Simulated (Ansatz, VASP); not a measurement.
# One calculation of Bi2Te3, two programs

```
CELL_PARAMETERS angstrom
2.19300 1.26613 10.16567
-2.19300 1.26613 10.16567
0.00000 -2.53226 10.16567
ATOMIC_POSITIONS crystal
Bi 0.60000 0.60000 0.60000
Bi 0.40000 0.40000 0.40000
Te 0.79050 0.79050 0.79050
Te 0.20950 0.20950 0.20950
Te 0.00000 0.00000 0.00000
```

Alike in both runs: task single point; functional LDA; k mesh 7 × 7 × 7; occupations fermi-dirac, width 0.05 eV; no spin polarisation.

|  | VASP | Ansatz |
| --- | --- | --- |
| version | VASP 6.6.1 | Ansatz 0.2.0 |
| potentials or method | VASP PAW LDA potentials, release 64 (Bi_d, Te), cutoff 520 eV | all-electron LAPW, scalar-relativistic |

```tsv
	VASP	Ansatz	Ansatz less VASP
gap on the k mesh at the Fermi level (eV)	0.20	0.21	+0.012
least direct gap on the mesh (eV)	0.20	0.21	+0.012
pressure (GPa)	-1.7	-1.7	-0.08
traceless stress, the component that is largest in VASP (GPa)	-0.31	-0.31	-0.009
rms of the force components (eV/Å)	0.060	0.073	+0.0125
```

LDA's correlation is that of Perdew and Zunger in VASP and of Perdew and Wang (1992) in Ansatz. Atom by atom the forces differ by 0.013 eV/Å (rms over components). Ansatz ran all-electron here, and VASP with PAW potentials.

Neither program's run includes spin-orbit coupling.
